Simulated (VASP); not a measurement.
Here is a VASP 6.6.1 calculation.

The input INCAR:

```
PREC = Accurate
ENCUT = 560
EDIFF = 1E-6
ISMEAR = -1
SIGMA = 0.05
LREAL = False
LASPH = True
NELM = 120
ALGO = Normal
ISIF = 2
LWAVE = False
LCHARG = False
GGA = PE
NBANDS = 24
GGA_COMPAT = False
```

File KPOINTS:

```
regular mesh
0
Gamma
  14 14 14
```

File POSCAR:

```
Ir
1.0
    0.0000000000      2.3775823209      2.3775823209
    2.3775823209      0.0000000000      2.3775823209
    2.3775823209      2.3775823209      0.0000000000
Ir
2
Direct
   -0.1250000000     -0.1250000000     -0.1250000000
    0.1250000000      0.1250000000      0.1250000000
```

Potentials or basis: VASP PAW PBE potentials, release 64 (Ir_sv_GW).

The run is started by

```sh
$ cat potpaw_PBE.64/Ir_sv_GW/POTCAR > POTCAR
$ mpirun -np 1 vasp_std > vasp.out
```

(1) Estimate the band gap on the k mesh.

(2) What does it give for the pressure?

Results:

(1) zero (bands 17 and 18 overlap by 3.07 eV).

(2) 269.5 GPa.

Caveat: the cell stands under pressure; spin-orbit coupling is left out, which moves the levels of the heavy elements.
